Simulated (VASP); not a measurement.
# Cu6H in VASP: further runs

Cu6H is run at these levels: PBE; tasks: single point.

Everything below comes from runs of VASP 6.6.1. Logs are shortened: lines on timing, memory, paths and dates and some standing lists are left out, and cuts for length are marked.

## Step 1: The cell of the first run

The cell holds a slab with vacuum, 14 atoms: a = 5.133 Å, b = 5.133 Å, c = 21.529 Å, α = 90.00°, β = 90.00°, γ = 90.00°.

## Step 2: Single point, PBE

The input, INCAR:

```
SYSTEM = Cu6H
  ALGO = Normal
  DIPOL = 0.5 0.5 0.293
  EDIFF = 1E-6
  ENCUT = 520
  GGA = PE
  IDIPOL = 3
  ISIF = 2
  ISMEAR = 0
  LASPH = .TRUE.
  LCHARG = .FALSE.
  LDIPOL = .TRUE.
  LREAL = .FALSE.
  LWAVE = .FALSE.
  NBANDS = 80
  NELM = 100
  PREC = Accurate
  SIGMA = 0.1
```

The input, KPOINTS:

```
k-points
0
G
  5 5 1
  0 0 0
```

The input, POSCAR:

```
Cu6H
1.0
    5.1332392722      0.0000000000      0.0000000000
    0.0000000000      5.1332392722      0.0000000000
    0.0000000000      0.0000000000     21.5289058579
Cu H
12 2
Direct
    0.2500000000      0.2500000000      0.1857967157
    0.2500000000      0.7500000000      0.1857967157
    0.7500000000      0.2500000000      0.1857967157
    0.7500000000      0.7500000000      0.1857967157
    0.0000000000      0.0000000000      0.2677566944
    0.0000000000      0.5000000000      0.2677566944
    0.5000000000      0.0000000000      0.2677566944
    0.5000000000      0.5000000000      0.2677566944
    0.2500000000      0.2500000000      0.3497114952
    0.2500000000      0.7500000000      0.3497114952
    0.7500000000      0.2500000000      0.3497114952
    0.7500000000      0.7500000000      0.3497114952
    0.1866871516      1.0000000000      0.4449323120
    0.3133128484      1.0000000000      0.4449323120
```

Potentials or basis: VASP PAW PBE potentials, release 64 (Cu, H).

Started as:

```console
cat potpaw_PBE.64/Cu/POTCAR potpaw_PBE.64/H/POTCAR > POTCAR
mpirun -np 1 vasp_std > vasp.out
```

OUTCAR:

```text
SYSTEM = Cu6H
   EDIFF = 1E-6
   ENCUT = 520
   GGA = PE
   ISIF = 2
   ISMEAR = 0
   LASPH = .TRUE.
   LREAL = .FALSE.
   NELM = 100
   PREC = Accurate

 ion  position               nearest neighbor table
   1  0.250  0.250  0.186-   5 2.53   6 2.53   7 2.53   8 2.53   2 2.57   3 2.57   2 2.57   3 2.57

   2  0.250  0.750  0.186-   5 2.53   6 2.53   7 2.53   8 2.53   1 2.57   4 2.57   1 2.57   4 2.57

   3  0.750  0.250  0.186-   5 2.53   6 2.53   7 2.53   8 2.53   1 2.57   4 2.57   4 2.57   1 2.57
[... 15 lines left out ...]
  11  0.750  0.250  0.350-   5 2.53   6 2.53   7 2.53   8 2.53   9 2.57  12 2.57  12 2.57   9 2.57

  12  0.750  0.750  0.350-   5 2.53   6 2.53   7 2.53   8 2.53  10 2.57  11 2.57  11 2.57  10 2.57

  13  0.187  0.000  0.445-  14 0.65
  14  0.313  0.000  0.445-  13 0.65

  LATTYP: Found a simple tetragonal cell.
 ALAT       =     5.1332392722
 C/A-ratio  =     4.1940195491

  Lattice vectors:

 A1 = (   5.1332392722,   0.0000000000,   0.0000000000)
 A2 = (   0.0000000000,   5.1332392722,   0.0000000000)
 A3 = (   0.0000000000,   0.0000000000,  21.5289058579)

Analysis of symmetry for initial positions (statically):
=====================================================================
 Subroutine PRICEL returns:
 Original cell was already a primitive cell.

 Routine SETGRP: Setting up the symmetry group for a
 simple tetragonal supercell.

 Subroutine GETGRP returns: Found  4 space group operations
 (whereof  2 operations were pure point group operations)
 out of a pool of 16 trial point group operations.

The static configuration has the point symmetry C_1h.
 The point group associated with its full space group is C_2v.

Analysis of symmetry for dynamics (positions and initial velocities):
=====================================================================
 Subroutine PRICEL returns:
 Original cell was already a primitive cell.

 Routine SETGRP: Setting up the symmetry group for a
 simple tetragonal supercell.

 Subroutine GETGRP returns: Found  4 space group operations
 (whereof  2 operations were pure point group operations)
 out of a pool of 16 trial point group operations.

The dynamic configuration has the point symmetry C_1h.
 The point group associated with its full space group is C_2v.

 Subroutine INISYM returns: Found  4 space group operations
 (whereof  2 operations are pure point group operations),
 and found     1 'primitive' translations

----------------------------------------------------------------------------------------

                                     Primitive cell

  volume of cell :     567.2898

  direct lattice vectors                    reciprocal lattice vectors
     5.133239272  0.000000000  0.000000000     0.194808764  0.000000000  0.000000000
     0.000000000  5.133239272  0.000000000     0.000000000  0.194808764  0.000000000
     0.000000000  0.000000000 21.528905858     0.000000000  0.000000000  0.046449179

  length of vectors
     5.133239272  5.133239272 21.528905858     0.194808764  0.194808764  0.046449179

  position of ions in fractional coordinates (direct lattice)
     0.250000000  0.250000000  0.185796716
     0.250000000  0.750000000  0.185796716
     0.750000000  0.250000000  0.185796716
     0.750000000  0.750000000  0.185796716
     0.000000000  0.000000000  0.267756694
     0.000000000  0.500000000  0.267756694
     0.500000000  0.000000000  0.267756694
     0.500000000  0.500000000  0.267756694
     0.250000000  0.250000000  0.349711495
     0.250000000  0.750000000  0.349711495
     0.750000000  0.250000000  0.349711495
     0.750000000  0.750000000  0.349711495
     0.186687152  0.000000000  0.444932312
     0.313312848  0.000000000  0.444932312

  ion indices of the primitive-cell ions
   primitive index   ion index
                 1           1
                 2           2
                 3           3
                 4           4
                 5           5
                 6           6
                 7           7
                 8           8
                 9           9
                10          10
                11          11
                12          12
                13          13
                14          14

----------------------------------------------------------------------------------------

 KPOINTS: k-points

Automatic generation of k-mesh.
 Grid dimensions read from file:
 generate k-points for:    5    5    1

 Generating k-lattice:

  Cartesian coordinates                     Fractional coordinates (reciprocal lattice)
     0.038961753  0.000000000  0.000000000     0.200000000  0.000000000  0.000000000
     0.000000000  0.038961753  0.000000000     0.000000000  0.200000000  0.000000000
     0.000000000  0.000000000  0.046449179     0.000000000  0.000000000  1.000000000

  Length of vectors
     0.038961753  0.038961753  0.046449179

  Shift w.r.t. Gamma in fractional coordinates (k-lattice)
     0.000000000  0.000000000  0.000000000

 Subroutine IBZKPT returns following result:
 ===========================================

 Found      9 irreducible k-points:

 Following reciprocal coordinates:
            Coordinates               Weight
  0.000000  0.000000  0.000000      1.000000
  0.200000  0.000000  0.000000      2.000000
  0.000000  0.200000  0.000000      2.000000
  0.400000  0.000000  0.000000      2.000000
  0.000000  0.400000  0.000000      2.000000
  0.200000  0.200000  0.000000      4.000000
  0.400000  0.200000  0.000000      4.000000
 -0.200000  0.400000  0.000000      4.000000
  0.400000  0.400000  0.000000      4.000000
   k-points           NKPTS =      9   k-points in BZ     NKDIM =      9   number of bands    NBANDS=     80
   number of dos      NEDOS =    301   number of ions     NIONS =     14
   total plane-waves  NPLWV = 256000
   dimension x,y,z NGX =    40 NGY =   40 NGZ =  160
   dimension x,y,z NGXF=    80 NGYF=   80 NGZF=  320
   ions per type =              12   2
   NGX,Y,Z   is equivalent  to a cutoff of  12.95, 12.95, 12.36 a.u.
   NGXF,Y,Z  is equivalent  to a cutoff of  25.91, 25.91, 24.71 a.u.
 SYSTEM =  Cu6H
   PREC   = accura    normal or accurate (medium, high low for compatibility)
   ISTART =      0    job   : 0-new  1-cont  2-samecut
   ICHARG =      2    charge: 1-file 2-atom 10-const
   ISPIN  =      1    spin polarized calculation?
   LNONCOLLINEAR =      F non collinear calculations
   LSORBIT =      F    spin-orbit coupling
   LASPH  =      T    aspherical Exc in radial PAW
   ENCUT  =  520.0 eV  38.22 Ry    6.18 a.u.   9.54  9.54 40.03*2*pi/ulx,y,z
   NELM   =    100;   NELMIN=  2; NELMDL= -5     # of ELM steps
   EDIFF  = 0.1E-05   stopping-criterion for ELM
   LREAL  =      F    real-space projection
   EDIFFG = 0.1E-04   stopping-criterion for IOM
   NSW    =      0    number of steps for IOM
   IBRION =     -1    ionic relax: 0-MD 1-quasi-New 2-CG
   NFREE  =      0    steps in history (QN), initial steepest desc. (CG)
   ISIF   =      2    stress and relaxation
   ISYM   =      2    0-nonsym 1-usesym 2-fastsym
   POTIM  = 0.5000    time-step for ionic-motion
   TEBEG  =    0.0;   TEEND  =   0.0 temperature during run
   PSTRESS=    0.0 pullay stress
   NELECT =     134.0000    total number of electrons
   NUPDOWN=      -1.0000    fix difference up-down
   EMIN   =  10.00;   EMAX   =-10.00  energy-range for DOS
   EFERMI =   0.00;   METHOD = LEGACY
   ISMEAR =     0;   SIGMA  =   0.10  broadening in eV -4-tet -1-fermi 0-gaus
   EFERMI_NEDOS =   21; number of points for ismear=-14 and -15
   IALGO  =     38    algorithm
   IMIX   =      4    mixing-type and parameters
     AMIX     =   0.40;   BMIX     =  1.00
     AMIX_MAG =   1.60;   BMIX_MAG =  1.00
  volume/ion in A,a.u.               =      40.52       273.45
  Fermi-wavevector in a.u.,A,eV,Ry     =   1.011987  1.912377 13.933957  1.024117
  Thomas-Fermi vector in A             =   2.145069
   LORBIT       =      0    0 simple, 1 ext, 2 COOP (PROOUT), +10 PAW based schemes
   GGA     = PE    functional components
   LHFCALC =     F    Hartree Fock is set to
   AEXX    =    0.0000 exact exchange contribution
   IVDW    =     0    specifies the selected vdW correction
   LEPSILON=     F    determine dielectric tensor
   LRPA    =     F    only Hartree local field effects (RPA)
 non-spin polarized calculation
 Gauss-broadening in eV      SIGMA  =   0.10
  energy-cutoff  :      520.00
  volume of cell :      567.29
 maximum number of plane-waves:     15381
 NGX is ok and might be reduce to    40
   NGX = 19   NGY = 19   NGZ = 81

 dipolmoment           0.000000      0.000000      0.021948 electrons x Angstroem

 number of electron     133.9999772 magnetization

 dipolmoment           0.000000      0.000000     -0.084336 electrons x Angstroem

 Free energy of the ion-electron system (eV)
  ---------------------------------------------------
  ext. energy  EPLUGINS =         0.00000000
  ---------------------------------------------------
  free energy    TOTEN  =       -46.29425531 eV

  energy without entropy =      -46.26873143  energy(sigma->0) =      -46.28149337

 E-fermi :  -1.2056     XC(G=0):  -4.2119

 val. band max:       -1.2275309422   @ k =   0.0000   0.0000   0.0000
 cond. band min:      -1.2013131922   @ k =   0.2000   0.0000   0.0000
 fundamental gap:      0.0262177500
 Fermi energy:        -1.2056383119

 k-point     1 :       0.0000    0.0000    0.0000
  band No.  band energies     occupation
      1      -9.7299      2.00000
      2      -9.0323      2.00000
      3      -6.9313      2.00000
      4      -6.0837      2.00000
      5      -6.0832      2.00000
      6      -5.8505      2.00000
[... 727 lines left out ...]
     78       4.5388      0.00000
     79       4.5903      0.00000
 [bands above 79 left out]

------------------------ aborting loop because EDIFF is reached ----------------------------------------

 vacuum level on the upper side and lower side of the slab       (xc-potential included)        -0.411         0.155

  FORCE on cell =-STRESS in cart. coord.  units (eV):
  Direction    XX          YY          ZZ          XY          YZ          ZX
  --------------------------------------------------------------------------------------
  -------------------------------------------------------------------------------------
  Total       -0.4823931     -4.2914152      1.2885049      0.0000000      0.0000000      0.0000000
  in kB       -1.3624065    -12.1200982      3.6390807      0.0000000      0.0000000      0.0000000
  external PRESSURE =      -3.2811413 kB  Pullay stress =       0.0000000 kB

 VOLUME and BASIS-vectors are now :
 -----------------------------------------------------------------------------
  energy-cutoff  :      520.00
  volume of cell :      567.29
      direct lattice vectors                 reciprocal lattice vectors
     5.133239272  0.000000000  0.000000000     0.194808764  0.000000000  0.000000000
     0.000000000  5.133239272  0.000000000     0.000000000  0.194808764  0.000000000
     0.000000000  0.000000000 21.528905858     0.000000000  0.000000000  0.046449179

 POSITION                                       TOTAL-FORCE (eV/Angst)
 -----------------------------------------------------------------------------------
      1.28331      1.28331      4.00000         0.000000     -0.004321     -0.049416
      1.28331      3.84993      4.00000         0.000000      0.004321     -0.049416
      3.84993      1.28331      4.00000         0.000000     -0.002078     -0.028979
      3.84993      3.84993      4.00000         0.000000      0.002078     -0.028979
      0.00000      0.00000      5.76451         0.006590      0.000000     -0.014439
      0.00000      2.56662      5.76451         0.022032      0.000000      0.026089
      2.56662      0.00000      5.76451        -0.006590      0.000000     -0.014439
      2.56662      2.56662      5.76451        -0.022032      0.000000      0.026089
      1.28331      1.28331      7.52891        -0.000000      0.123401     -0.098494
      1.28331      3.84993      7.52891        -0.000000     -0.123401     -0.098494
      3.84993      1.28331      7.52891         0.000000      0.044823     -0.056357
      3.84993      3.84993      7.52891         0.000000     -0.044823     -0.056357
      0.95831      0.00000      9.57891        -5.215629      0.000000      0.221595
      1.60831      0.00000      9.57891         5.215629      0.000000      0.221595
 -----------------------------------------------------------------------------------
    total drift:                               -0.000000      0.000000     -0.000119

  FREE ENERGIE OF THE ION-ELECTRON SYSTEM (eV)
  ---------------------------------------------------
  free  energy   TOTEN  =       -46.2942553081 eV

  energy  without entropy=      -46.2687314275  energy(sigma->0) =      -46.28149337

 vacuum level on the upper side and lower side of the slab         2.693         3.269
```

Wall time 20 min (1 thread of Intel Xeon Platinum 8488C (Sapphire Rapids), shared host); peak memory 0.71 GiB.

Results:

```
Free energy            : -46.2943 eV
Largest force          : 5.220 eV/Å
Band gap on the k mesh : zero (bands 67 and 68 overlap by 1.09 eV)
```

Forces in eV/Å, atoms in the order of the input:
```
Cu   0.000 -0.004 -0.049
Cu   0.000  0.004 -0.049
Cu   0.000 -0.002 -0.029
Cu   0.000  0.002 -0.029
Cu   0.007  0.000 -0.014
Cu   0.022  0.000  0.026
Cu  -0.007  0.000 -0.014
Cu  -0.022  0.000  0.026
Cu   0.000  0.123 -0.098
Cu   0.000 -0.123 -0.098
Cu   0.000  0.045 -0.056
Cu   0.000 -0.045 -0.056
H   -5.216  0.000  0.222
H    5.216  0.000  0.222
```

## Step 3: Single point, PBE

The input, INCAR:

```
SYSTEM = Cu6H
PREC = Accurate ; ENCUT = 520
EDIFF = 1E-6 ; ISMEAR = 0
SIGMA = 0.1 ; LREAL = .FALSE.
LASPH = .TRUE. ; NELM = 60
ALGO = Normal ; ISIF = 2
LWAVE = .FALSE. ; LCHARG = .FALSE.
LDIPOL = .TRUE. ; IDIPOL = 3
DIPOL = 0.5 0.5 0.299 ; GGA = PE
NBANDS = 80
```

The input, KPOINTS:

```
Automatic mesh
0
G
  5 5 1
  0 0 0
```

POSCAR: that of step 2 with these lines changed.

```diff
@@ -20,3 +20,3 @@
     0.7500000000      0.7500000000      0.3497114952
-    0.1866871516      1.0000000000      0.4449323120
-    0.3133128484      1.0000000000      0.4449323120
+    0.1866871516      1.0000000000      0.4890590320
+    0.3133128484      1.0000000000      0.4890590320
```

Potentials or basis: VASP PAW PBE potentials, release 64 (Cu, H).

Started as:

```console
cat potpaw_PBE.64/Cu/POTCAR potpaw_PBE.64/H/POTCAR > POTCAR
mpirun -np 1 vasp_std > vasp.out
```

Wall time 23 min (1 thread of Intel Xeon Platinum 8488C (Sapphire Rapids), shared host); peak memory 0.71 GiB.

It converged, with:

```yaml
Free_energy: -46.5217 eV
Largest_force: 4.901 eV/Å
Band_gap_on_the_k_mesh: zero (bands 67 and 68 overlap by 1.15 eV)
```

Forces in eV/Å, atoms in the order of the input:
```
Cu   0.000  0.000 -0.039
Cu   0.000  0.000 -0.039
Cu   0.000  0.000 -0.036
Cu   0.000  0.000 -0.036
Cu   0.003  0.000  0.002
Cu   0.002  0.000  0.003
Cu  -0.003  0.000  0.002
Cu  -0.002  0.000  0.003
Cu   0.000  0.011  0.012
Cu   0.000 -0.011  0.012
Cu   0.000  0.004  0.016
Cu   0.000 -0.004  0.016
H   -4.901  0.000  0.041
H    4.901  0.000  0.041
```

Levels at points of the mesh, in eV from the Fermi level:
| k point | band 65 | band 66 | band 67 | band 68 | band 69 | band 70 |
| --- | --- | --- | --- | --- | --- | --- |
| (0.00, 0.00, 0.00) | -0.21 | -0.21 | -0.10 | -0.09 | -0.03 | -0.03 |

The gap in the log of VASP goes by the Fermi energy; the results here count the filled bands.